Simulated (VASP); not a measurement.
# Ti in VASP: single point with PBE

Aim: the single point of Ti with PBE.

All numbers are computed with VASP 6.6.1; they aren't measurements. Logs are shortened: lines on timing, memory, paths and dates and some standing lists are left out, and cuts for length are marked.

## (1) The cell of the first run

The cell holds a slab with vacuum, 6 atoms: a = 2.832 Å, b = 4.580 Å, c = 20.610 Å, α = 90.00°, β = 90.00°, γ = 90.00°.

## (2) Single point, PBE

INCAR reads:

```
SYSTEM = Ti
PREC = Accurate
ENCUT = 520
EDIFF = 1E-7
ISMEAR = 0
SIGMA = 0.1
LREAL = .FALSE.
LASPH = .TRUE.
NELM = 100
ALGO = Normal
ISIF = 2
LWAVE = .FALSE.
LCHARG = .FALSE.
LDIPOL = .TRUE.
IDIPOL = 3
DIPOL = 0.5 0.5 0.500
GGA = PE
NBANDS = 45
```

KPOINTS reads:

```
Automatic mesh
0
G
  10 6 1
  0 0 0
```

POSCAR reads:

```
Ti
1.0
    2.8321726458      0.0000000000      0.0000000000
    0.0000000000      4.5795363026      0.0000000000
    0.0000000000      0.0000000000     20.6099912926
Ti
6
Direct
    0.5000000000      0.0000000000      0.3396410945
    0.0000000000      0.5000000000      0.4037846567
    0.5000000000      0.0000000000      0.4679282189
    0.5000000000      0.5000000000      0.5335005072
    0.0000000000      0.0000000000      0.5958071414
    0.5000000000      0.5000000000      0.6575009759
```

Potentials or basis: VASP PAW PBE potentials, release 64 (Ti_sv).

Started as:

```console
$ cat potpaw_PBE.64/Ti_sv/POTCAR > POTCAR
$ mpirun -np 1 vasp_std > vasp.out
```

OUTCAR:

```text
SYSTEM = Ti
   PREC = Accurate
   ENCUT = 520
   EDIFF = 1E-7
   ISMEAR = 0
   LREAL = .FALSE.
   LASPH = .TRUE.
   NELM = 100
   ISIF = 2
   GGA = PE

 ion  position               nearest neighbor table
   1  0.500  0.000  0.340-   3 2.64
   2  0.000  0.500  0.404-
   3  0.500  0.000  0.468-   1 2.64   4 2.66   4 2.66
   4  0.500  0.500  0.534-   6 2.56   3 2.66   3 2.66
   5  0.000  0.000  0.596-
   6  0.500  0.500  0.658-   4 2.56

  LATTYP: Found a simple orthorhombic cell.
 ALAT       =     2.8321726458
 B/A-ratio  =     1.6169693290
 C/A-ratio  =     7.2770956683

  Lattice vectors:

 A1 = (   2.8321726458,   0.0000000000,   0.0000000000)
 A2 = (   0.0000000000,   4.5795363026,   0.0000000000)
 A3 = (   0.0000000000,   0.0000000000,  20.6099912926)

Analysis of symmetry for initial positions (statically):
=====================================================================
 Subroutine PRICEL returns:
 Original cell was already a primitive cell.

 Routine SETGRP: Setting up the symmetry group for a
 simple orthorhombic supercell.

 Subroutine GETGRP returns: Found  4 space group operations
 (whereof  4 operations were pure point group operations)
 out of a pool of  8 trial point group operations.

The static configuration has the point symmetry C_2v.

Analysis of symmetry for dynamics (positions and initial velocities):
=====================================================================
 Subroutine PRICEL returns:
 Original cell was already a primitive cell.

 Routine SETGRP: Setting up the symmetry group for a
 simple orthorhombic supercell.

 Subroutine GETGRP returns: Found  4 space group operations
 (whereof  4 operations were pure point group operations)
 out of a pool of  8 trial point group operations.

The dynamic configuration has the point symmetry C_2v.

 Subroutine INISYM returns: Found  4 space group operations
 (whereof  4 operations are pure point group operations),
 and found     1 'primitive' translations

----------------------------------------------------------------------------------------

                                     Primitive cell

  volume of cell :     267.3124

  direct lattice vectors                    reciprocal lattice vectors
[... 100 lines left out ...]
   ISIF   =      2    stress and relaxation
   ISYM   =      2    0-nonsym 1-usesym 2-fastsym
   POTIM  = 0.5000    time-step for ionic-motion
   TEBEG  =    0.0;   TEEND  =   0.0 temperature during run
   PSTRESS=    0.0 pullay stress
   NELECT =      72.0000    total number of electrons
   NUPDOWN=      -1.0000    fix difference up-down
   EMIN   =  10.00;   EMAX   =-10.00  energy-range for DOS
   EFERMI =   0.00;   METHOD = LEGACY
   ISMEAR =     0;   SIGMA  =   0.10  broadening in eV -4-tet -1-fermi 0-gaus
   EFERMI_NEDOS =   21; number of points for ismear=-14 and -15
   IALGO  =     38    algorithm
   IMIX   =      4    mixing-type and parameters
     AMIX     =   0.40;   BMIX     =  1.00
     AMIX_MAG =   1.60;   BMIX_MAG =  1.00
  volume/ion in A,a.u.               =      44.55       300.65
  Fermi-wavevector in a.u.,A,eV,Ry     =   1.057254  1.997920 15.208401  1.117786
  Thomas-Fermi vector in A             =   2.192520
   LORBIT       =      0    0 simple, 1 ext, 2 COOP (PROOUT), +10 PAW based schemes
   GGA     = PE    functional components
   LHFCALC =     F    Hartree Fock is set to
   AEXX    =    0.0000 exact exchange contribution
   IVDW    =     0    specifies the selected vdW correction
   LEPSILON=     F    determine dielectric tensor
   LRPA    =     F    only Hartree local field effects (RPA)
 non-spin polarized calculation
 Gauss-broadening in eV      SIGMA  =   0.10
  energy-cutoff  :      520.00
  volume of cell :      267.31
 maximum number of plane-waves:      7254
 NGX is ok and might be reduce to    24
   NGX = 11   NGY = 17   NGZ = 77

 dipolmoment           0.000000      0.000000     -0.001804 electrons x Angstroem

 number of electron      72.0000004 magnetization

 dipolmoment           0.000000      0.000000      0.003757 electrons x Angstroem

 Free energy of the ion-electron system (eV)
  ---------------------------------------------------
  ext. energy  EPLUGINS =         0.00000000
  ---------------------------------------------------
  free energy    TOTEN  =       -43.44921005 eV

  energy without entropy =      -43.40106776  energy(sigma->0) =      -43.42513891

 E-fermi :   1.2375     XC(G=0):  -5.5378

 val. band max:        1.2320216563   @ k =   0.1000   0.3333   0.0000
 cond. band min:       1.2603609455   @ k =   0.3000   0.5000   0.0000
 fundamental gap:      0.0283392892
 Fermi energy:         1.2375312238

 k-point     1 :       0.0000    0.0000    0.0000
  band No.  band energies     occupation
      1     -55.7402      2.00000
      2     -55.6969      2.00000
      3     -55.6152      2.00000
      4     -55.5809      2.00000
      5     -55.3633      2.00000
      6     -55.2480      2.00000
[... 1141 lines left out ...]
     44       2.3725      0.00000
     45       2.6075      0.00000

------------------------ aborting loop because EDIFF is reached ----------------------------------------

 vacuum level on the upper side and lower side of the slab       (xc-potential included)        -0.158        -0.212

  FORCE on cell =-STRESS in cart. coord.  units (eV):
  Direction    XX          YY          ZZ          XY          YZ          ZX
  --------------------------------------------------------------------------------------
  -------------------------------------------------------------------------------------
  Total       -3.0414060     -5.9296164     -1.1345876      0.0000000      0.0000000      0.0000000
  in kB      -18.2291302    -35.5400589     -6.8003238      0.0000000      0.0000000      0.0000000
  external PRESSURE =     -20.1898376 kB  Pullay stress =       0.0000000 kB

 VOLUME and BASIS-vectors are now :
 -----------------------------------------------------------------------------
  energy-cutoff  :      520.00
  volume of cell :      267.31
      direct lattice vectors                 reciprocal lattice vectors
     2.832172646  0.000000000  0.000000000     0.353085820  0.000000000  0.000000000
     0.000000000  4.579536303  0.000000000     0.000000000  0.218362719  0.000000000
     0.000000000  0.000000000 20.609991293     0.000000000  0.000000000  0.048520156

 POSITION                                       TOTAL-FORCE (eV/Angst)
 -----------------------------------------------------------------------------------
      1.41609      0.00000      7.00000         0.000000      0.000000      0.377738
      0.00000      2.28977      8.32200         0.000000      0.000000     -0.001862
      1.41609      0.00000      9.64400         0.000000      0.000000     -0.332518
      1.41609      2.28977     10.99544         0.000000      0.000000     -0.017993
      0.00000      0.00000     12.27958         0.000000      0.000000     -0.013482
      1.41609      2.28977     13.55109         0.000000      0.000000     -0.011882
 -----------------------------------------------------------------------------------
    total drift:                                0.000000      0.000000      0.000162

  FREE ENERGIE OF THE ION-ELECTRON SYSTEM (eV)
  ---------------------------------------------------
  free  energy   TOTEN  =       -43.4492100530 eV

  energy  without entropy=      -43.4010677628  energy(sigma->0) =      -43.42513891

 vacuum level on the upper side and lower side of the slab         4.499         4.443
```

stdout:

```text
POSCAR found type information on POSCAR Ti
 POSCAR found :  1 types and       6 ions
 scaLAPACK will be used
 LDA part: xc-table for (Slater+PW92), standard interpolation
 POSCAR, INCAR and KPOINTS ok, starting setup
 FFT: planning ... GRIDC
 FFT: planning ... GRID_SOFT
 FFT: planning ... GRID
 WAVECAR not read
 entering main loop
```

It took 25 min on 1 thread of AMD EPYC, shared host; peak memory 0.42 GiB.

Results:

| Quantity | Value |
| --- | --- |
| Free energy | -43.4492 eV |
| Largest force | 0.378 eV/Å |
| Band gap on the k mesh | zero (bands 36 and 37 overlap by 0.12 eV) |

Forces in eV/Å, atoms in the order of the input:
```
Ti   0.000  0.000  0.378
Ti   0.000  0.000 -0.002
Ti   0.000  0.000 -0.333
Ti   0.000  0.000 -0.018
Ti   0.000  0.000 -0.013
Ti   0.000  0.000 -0.012
```

The gap in the log of VASP goes by the Fermi energy; the results here count the filled bands.